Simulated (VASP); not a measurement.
HfS2, 3 atoms in the cell. The structure is trigonal, space group P-3m1 (No. 164). The conventional cell has a = 3.444 Å, b = 3.444 Å, c = 5.260 Å, α = 90.00°, β = 90.00°, γ = 120.00°. Within 3.3 Å of Hf (site symmetry -3m) lie 6 S at 2.48 Å. S (site symmetry 3m) has 3 Hf at 2.48 Å and 3 S at 3.03 Å within 3.3 Å. 

| Property | Result |
| --- | --- |
| Program | VASP 6.6.1 |
| Task | phonons |
| Functional | PBE |
| Dispersion | D3(BJ) |
| Potentials or basis | VASP PAW PBE potentials, release 64 (Hf_pv, S) |
| Cutoff | 500 eV |
| k mesh | 12 × 12 × 8 |
| Occupations | fermi-dirac, width 0.15 eV |
| Spin | no spin polarisation |
| Dipole correction | no |
| Further INCAR settings | ALGO = Normal; EDIFF = 1e-08; IBRION = 6; POTIM = 0.015; NSW = 1 |

Potentials or basis: VASP PAW PBE potentials, release 64 (Hf_pv, S).

Command:

```console
$ cat potpaw_PBE.64/Hf_pv/POTCAR potpaw_PBE.64/S/POTCAR > POTCAR
$ mpirun -np 1 vasp_std > vasp.out
```

Hardware: 1 thread of Intel(R) Xeon(R) 6975P-C (Granite Rapids), with other jobs on the host.

Task: Estimate the wall time of this run.

Result: It took 15 min on 1 thread of Intel(R) Xeon(R) 6975P-C (Granite Rapids), with other jobs on the host, peak memory 0.78 GiB. Counts: scf iterations 93, k points 131.
